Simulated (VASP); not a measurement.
# Pt (Fm-3m) in VASP: notebook

The runs below take Pt through single point, relaxation of cell and atoms, with revPBE+D4, PBE+D3(BJ).

All numbers are computed with VASP 6.6.1; they aren't measurements. Logs are shortened: lines on timing, memory, paths and dates and some standing lists are left out, and cuts for length are marked.

## (1) The cell of the first run

Symmetry: Fm-3m, No. 225, cubic system. The conventional cell has a = 3.924 Å, b = 3.924 Å, c = 3.924 Å, α = 90.00°, β = 90.00°, γ = 90.00°. Within 3.7 Å of Pt (site symmetry m-3m) lie 12 Pt at 2.77 Å.

## (2) Single point, revPBE+D4

File INCAR:

```
PREC = Accurate
ENCUT = 520
EDIFF = 1E-6
ISMEAR = -1
SIGMA = 0.05
LREAL = F
LASPH = T
NELM = 100
ALGO = Normal
ISIF = 2
LWAVE = F
LCHARG = F
GGA = RE
IVDW = 13
NBANDS = 11
```

File KPOINTS:

```
Automatic mesh
0
Gamma
  12 12 12
```

File POSCAR:

```
Pt
1.0
    0.0000000000      1.9619924284      1.9619924284
    1.9619924284      0.0000000000      1.9619924284
    1.9619924284      1.9619924284      0.0000000000
Pt
1
Direct
    0.0000000000      0.0000000000      0.0000000000
```

Potentials or basis: VASP PAW PBE potentials, release 64 (Pt).

Run with:

```
$ cat potpaw_PBE.64/Pt/POTCAR > POTCAR
$ mpirun -np 1 vasp_std > vasp.out
```

OUTCAR:

```text
PREC = Accurate
   ENCUT = 520
   EDIFF = 1E-6
   ISMEAR = -1
   LREAL = F
   LASPH = T
   NELM = 100
   ISIF = 2
   GGA = RE
   IVDW = 13

 ion  position               nearest neighbor table
   1  0.000  0.000  0.000-

  LATTYP: Found a face centered cubic cell.
 ALAT       =     3.9239848568

  Lattice vectors:

 A1 = (   0.0000000000,   1.9619924284,   1.9619924284)
 A2 = (   1.9619924284,   0.0000000000,   1.9619924284)
 A3 = (   1.9619924284,   1.9619924284,   0.0000000000)

Analysis of symmetry for initial positions (statically):
=====================================================================
 Subroutine PRICEL returns:
 Original cell was already a primitive cell.

 Routine SETGRP: Setting up the symmetry group for a
 face centered cubic supercell.

 Subroutine GETGRP returns: Found 48 space group operations
 (whereof 48 operations were pure point group operations)
 out of a pool of 48 trial point group operations.

The static configuration has the point symmetry O_h .

Analysis of symmetry for dynamics (positions and initial velocities):
=====================================================================
 Subroutine PRICEL returns:
 Original cell was already a primitive cell.

 Routine SETGRP: Setting up the symmetry group for a
 face centered cubic supercell.

 Subroutine GETGRP returns: Found 48 space group operations
 (whereof 48 operations were pure point group operations)
 out of a pool of 48 trial point group operations.

The dynamic configuration has the point symmetry O_h .

 Subroutine INISYM returns: Found 48 space group operations
 (whereof 48 operations are pure point group operations),
 and found     1 'primitive' translations

----------------------------------------------------------------------------------------

                                     Primitive cell

  volume of cell :      15.1050

  direct lattice vectors                    reciprocal lattice vectors
     0.000000000  1.961992428  1.961992428    -0.254842981  0.254842981  0.254842981
     1.961992428  0.000000000  1.961992428     0.254842981 -0.254842981  0.254842981
     1.961992428  1.961992428  0.000000000     0.254842981  0.254842981 -0.254842981

  length of vectors
     2.774676302  2.774676302  2.774676302     0.441400992  0.441400992  0.441400992

  position of ions in fractional coordinates (direct lattice)
     0.000000000  0.000000000  0.000000000

  ion indices of the primitive-cell ions
   primitive index   ion index
                 1           1

----------------------------------------------------------------------------------------

 KPOINTS: Automatic mesh

Automatic generation of k-mesh.
 Grid dimensions read from file:
 generate k-points for:   12   12   12

 Generating k-lattice:

  Cartesian coordinates                     Fractional coordinates (reciprocal lattice)
    -0.021236915  0.021236915  0.021236915     0.083333333  0.000000000  0.000000000
     0.021236915 -0.021236915  0.021236915     0.000000000  0.083333333  0.000000000
     0.021236915  0.021236915 -0.021236915     0.000000000  0.000000000  0.083333333

  Length of vectors
     0.036783416  0.036783416  0.036783416

  Shift w.r.t. Gamma in fractional coordinates (k-lattice)
     0.000000000  0.000000000  0.000000000

 Subroutine IBZKPT returns following result:
 ===========================================

 Found     72 irreducible k-points:

 Following reciprocal coordinates:
            Coordinates               Weight
  0.000000  0.000000  0.000000      1.000000
  0.083333  0.000000  0.000000      8.000000
  0.166667  0.000000  0.000000      8.000000
  0.250000  0.000000  0.000000      8.000000
  0.333333  0.000000  0.000000      8.000000
  0.416667  0.000000  0.000000      8.000000
[... 16 lines left out ...]
  0.500000  0.166667  0.000000     24.000000
 -0.416667  0.166667  0.000000     24.000000
 [... further k-points ...]
   k-points           NKPTS =     72   k-points in BZ     NKDIM =     72   number of bands    NBANDS=     11
   number of dos      NEDOS =    301   number of ions     NIONS =      1
   total plane-waves  NPLWV =  13824
   dimension x,y,z NGX =    24 NGY =   24 NGZ =   24
   dimension x,y,z NGXF=    48 NGYF=   48 NGZF=   48
   ions per type =               1
   NGX,Y,Z   is equivalent  to a cutoff of  14.38, 14.38, 14.38 a.u.
   NGXF,Y,Z  is equivalent  to a cutoff of  28.76, 28.76, 28.76 a.u.
 SYSTEM =  unknown system
   PREC   = accura    normal or accurate (medium, high low for compatibility)
   ISTART =      0    job   : 0-new  1-cont  2-samecut
   ICHARG =      2    charge: 1-file 2-atom 10-const
   ISPIN  =      1    spin polarized calculation?
   LNONCOLLINEAR =      F non collinear calculations
   LSORBIT =      F    spin-orbit coupling
   LASPH  =      T    aspherical Exc in radial PAW
   ENCUT  =  520.0 eV  38.22 Ry    6.18 a.u.   5.16  5.16  5.16*2*pi/ulx,y,z
   NELM   =    100;   NELMIN=  2; NELMDL= -5     # of ELM steps
   EDIFF  = 0.1E-05   stopping-criterion for ELM
   LREAL  =      F    real-space projection
   EDIFFG = 0.1E-04   stopping-criterion for IOM
   NSW    =      0    number of steps for IOM
   IBRION =     -1    ionic relax: 0-MD 1-quasi-New 2-CG
   NFREE  =      0    steps in history (QN), initial steepest desc. (CG)
   ISIF   =      2    stress and relaxation
   ISYM   =      2    0-nonsym 1-usesym 2-fastsym
   POTIM  = 0.5000    time-step for ionic-motion
   TEBEG  =    0.0;   TEEND  =   0.0 temperature during run
   PSTRESS=    0.0 pullay stress
   NELECT =      10.0000    total number of electrons
   NUPDOWN=      -1.0000    fix difference up-down
   EMIN   =  10.00;   EMAX   =-10.00  energy-range for DOS
   EFERMI =   0.00;   METHOD = LEGACY
   ISMEAR =    -1;   SIGMA  =   0.05  broadening in eV -4-tet -1-fermi 0-gaus
   EFERMI_NEDOS =   21; number of points for ismear=-14 and -15
   IALGO  =     38    algorithm
   IMIX   =      4    mixing-type and parameters
     AMIX     =   0.40;   BMIX     =  1.00
     AMIX_MAG =   1.60;   BMIX_MAG =  1.00
  volume/ion in A,a.u.               =      15.11       101.93
  Fermi-wavevector in a.u.,A,eV,Ry     =   1.426814  2.696288 27.698734  2.035800
  Thomas-Fermi vector in A             =   2.547051
   LORBIT       =      0    0 simple, 1 ext, 2 COOP (PROOUT), +10 PAW based schemes
   GGA     = RE    functional components
   LHFCALC =     F    Hartree Fock is set to
   AEXX    =    0.0000 exact exchange contribution
   IVDW    =    13    specifies the selected vdW correction
   LEPSILON=     F    determine dielectric tensor
   LRPA    =     F    only Hartree local field effects (RPA)
 non-spin polarized calculation
  energy-cutoff  :      520.00
  volume of cell :       15.11
 maximum number of plane-waves:       419
 NGX is ok and might be reduce to    24
   NGX = 11   NGY = 11   NGZ = 11

 number of electron      10.0000000 magnetization

 Free energy of the ion-electron system (eV)
  ---------------------------------------------------
  ext. energy  EPLUGINS =         0.00000000
  ---------------------------------------------------
  free energy    TOTEN  =        -5.56303274 eV

  energy without entropy =       -5.54758637  energy(sigma->0) =       -5.55530955

 E-fermi :  11.3160     XC(G=0): -13.4398

 val. band max:       11.3157195754   @ k =  -0.4167   0.4167   0.1667
 cond. band min:      11.3225283325   @ k =   0.4167   0.3333   0.0000
 fundamental gap:      0.0068087571
 Fermi energy:        11.3159662113

 k-point     1 :       0.0000    0.0000    0.0000
  band No.  band energies     occupation
      1       1.1175      2.00000
      2       7.5280      2.00000
      3       7.5280      2.00000
      4       7.5280      2.00000
      5       9.6714      2.00000
      6       9.6714      2.00000
      7      25.9187      0.00000
      8      30.8926      0.00000
      9      30.8926      0.00000
     10      30.8926      0.00000
     11      36.2205      0.00000

 k-point     2 :       0.0833    0.0000    0.0000
  band No.  band energies     occupation
      1       1.3947      2.00000
      2       7.4076      2.00000
      3       7.6354      2.00000
      4       7.6354      2.00000
      5       9.6136      2.00000
      6       9.6136      2.00000
      7      26.3439      0.00000
      8      29.5667      0.00000
      9      31.3190      0.00000
     10      31.3190      0.00000
     11      37.5922      0.00000

 k-point     3 :       0.1667    0.0000    0.0000
  band No.  band energies     occupation
      1       2.1635      2.00000
      2       7.1673      2.00000
      3       7.8538      2.00000
      4       7.8538      2.00000
      5       9.5673      2.00000
      6       9.5673      2.00000
      7      27.1925      0.00000
      8      27.3473      0.00000
      9      32.5060      0.00000
     10      32.5060      0.00000
     11      36.2334      0.00000

 k-point     4 :       0.2500    0.0000    0.0000
  band No.  band energies     occupation
      1       3.1605      2.00000
      2       7.1793      2.00000
      3       7.8982      2.00000
      4       7.8982      2.00000
      5       9.8493      2.00000
      6       9.8493      2.00000
      7      24.6019      0.00000
      8      27.6557      0.00000
      9      33.9397      0.00000
     10      33.9397      0.00000
     11      34.8074      0.00000
[... 239 lines left out ...]
 k-point    22 :       0.4167    0.1667    0.0000
  band No.  band energies     occupation
      1       4.6748      2.00000
      2       6.8625      2.00000
      3       7.3972      2.00000
      4       8.4216      2.00000
      5      11.2742      1.39487
      6      11.8403      0.00006
      7      20.7563      0.00000
      8      27.2417      0.00000
      9      28.6481      0.00000
     10      30.4973      0.00000
     11      37.9125      0.00000

 k-point    23 :       0.5000    0.1667    0.0000
  band No.  band energies     occupation
      1       4.7579      2.00000
      2       6.8723      2.00000
      3       8.1226      2.00000
      4       8.2310      2.00000
      5      11.4018      0.30459
      6      13.7755      0.00000
      7      17.7727      0.00000
      8      26.4829      0.00000
      9      28.7239      0.00000
     10      29.1270      0.00000
     11      38.5982      0.00000

 k-point    24 :      -0.4167    0.1667    0.0000
  band No.  band energies     occupation
      1       4.8161      2.00000
      2       6.8861      2.00000
      3       8.1415      2.00000
      4       8.4356      2.00000
      5      11.0057      1.99597
      6      14.3349      0.00000
      7      17.3383      0.00000
      8      26.1014      0.00000
      9      28.2065      0.00000
     10      29.8461      0.00000
     11      38.1464      0.00000

 [... further k-points ...]

------------------------ aborting loop because EDIFF is reached ----------------------------------------

  DFT-D4 for vdW energy calculation

  Edisp (eV):   -1.25344

  FORCE on cell =-STRESS in cart. coord.  units (eV):
  Direction    XX          YY          ZZ          XY          YZ          ZX
  --------------------------------------------------------------------------------------
  -------------------------------------------------------------------------------------
  Total      -0.05440    -0.05440    -0.05440     0.00000     0.00000    -0.00000
  in kB      -5.76972    -5.76972    -5.76972     0.00000     0.00000    -0.00000
  external pressure =       -5.77 kB  Pullay stress =        0.00 kB

 VOLUME and BASIS-vectors are now :
 -----------------------------------------------------------------------------
  energy-cutoff  :      520.00
  volume of cell :       15.11
      direct lattice vectors                 reciprocal lattice vectors
     0.000000000  1.961992428  1.961992428    -0.254842981  0.254842981  0.254842981
     1.961992428  0.000000000  1.961992428     0.254842981 -0.254842981  0.254842981
     1.961992428  1.961992428  0.000000000     0.254842981  0.254842981 -0.254842981

 POSITION                                       TOTAL-FORCE (eV/Angst)
 -----------------------------------------------------------------------------------
      0.00000      0.00000      0.00000         0.000000      0.000000      0.000000
 -----------------------------------------------------------------------------------
    total drift:                               -0.000000     -0.000000     -0.000000

  FREE ENERGIE OF THE ION-ELECTRON SYSTEM (eV)
  ---------------------------------------------------
  free  energy   TOTEN  =        -6.8164738593 eV

  energy  without entropy=       -6.8010274934  energy(sigma->0) =       -6.80875068
```

It took 6.1 s on 1 thread of Intel Xeon Platinum 8488C (Sapphire Rapids), shared host; peak memory 0.15 GiB.

What came out:

```
Free energy                : -6.8165 eV
Pressure                   : -0.6 GPa
Band gap on the k mesh     : zero (band 5 reaches 11.80 eV, above the bottom of band 6 at 9.57 eV)
Dispersion energy per atom : -1.253 eV
```

Caveat: the PAW data sets were made with another functional, which shifts forces and pressure a little; spin-orbit coupling is left out, which moves the levels of the heavy elements; pairwise dispersion overbinds metals, which lowers pressure and volume.

## (3) Relaxation of cell and atoms, PBE+D3(BJ)

File INCAR:

```
PREC = Accurate ; ENCUT = 600
EDIFF = 1E-6 ; ISMEAR = -1
SIGMA = 0.05 ; LREAL = F
LASPH = T ; NELM = 100
ALGO = Normal ; ISIF = 3
LWAVE = F ; LCHARG = F
GGA = PE ; IVDW = 12
IBRION = 2 ; NSW = 60
EDIFFG = -0.01
```

File KPOINTS:

```
regular mesh
0
Gamma
  12 12 12
```

File POSCAR:

```
Pt
1.0
    0.0000000000      1.9609000000      1.9609000000
    1.9609000000      0.0000000000      1.9609000000
    1.9609000000      1.9609000000      0.0000000000
Pt
1
Direct
    0.0000000000      0.0000000000      0.0000000000
```

Potentials or basis: VASP PAW PBE potentials, release 64 (Pt).

Run with:

```
$ cat potpaw_PBE.64/Pt/POTCAR > POTCAR
$ mpirun -np 1 vasp_std > vasp.out
```

It took 10 s on 1 thread of Intel Xeon Platinum 8488C (Sapphire Rapids), shared host; peak memory 0.16 GiB.

Results (log left out):

| Quantity | Value |
| --- | --- |
| Free energy | -6.8727 eV |
| Relaxed volume | 15.14 Å³/atom |
| Relaxed cell | a = 2.777 Å, b = 2.777 Å, c = 2.777 Å, α = 60.00°, β = 60.00°, γ = 60.00° |
| Space group after relaxing (to 0.05 Å) | Fm-3m (No. 225) |
| Energy gained by relaxing | 0.2 meV/atom |
| Ionic steps | 3 |
| Pressure after relaxing | 0.0 GPa |
| Band gap on the k mesh | zero (band 5 reaches 11.69 eV, above the bottom of band 6 at 9.47 eV) |
| Dispersion energy per atom | -0.776 eV |

Step by step:
```csv
step,energy change (eV),largest force (eV/Å),pressure (GPa),volume (Å³)
1,0.0000,0.0000,1.20,15.08
2,0.0017,0.0000,-3.26,15.33
3,-0.0002,0.0000,-0.02,15.14
```

Final structure:
```yaml
crystal:
  lattice:
    - [0.00000, 1.96366, 1.96366]
    - [1.96366, 0.00000, 1.96366]
    - [1.96366, 1.96366, 0.00000]
  atoms:
    - { symbol: Pt, position: [0.00000, 0.00000, 0.00000] }
```

Levels at points of the mesh, in eV from the Fermi level:
| k point | band 3 | band 4 | band 5 | band 6 | band 7 | band 8 |
| --- | --- | --- | --- | --- | --- | --- |
| (0.00, 0.00, 0.00) | -3.78 | -3.78 | -1.64 | -1.64 | 14.63 | 19.57 |
| (0.50, 0.00, 0.00) | -3.84 | -0.48 | 0.03 | 0.03 | 5.79 | 14.19 |
| (0.50, 0.50, 0.00) | -0.01 | 0.48 | 0.48 | 1.77 | 8.82 | 11.36 |

Caveat: spin-orbit coupling is left out, which moves the levels of the heavy elements; pairwise dispersion overbinds metals, which lowers pressure and volume.
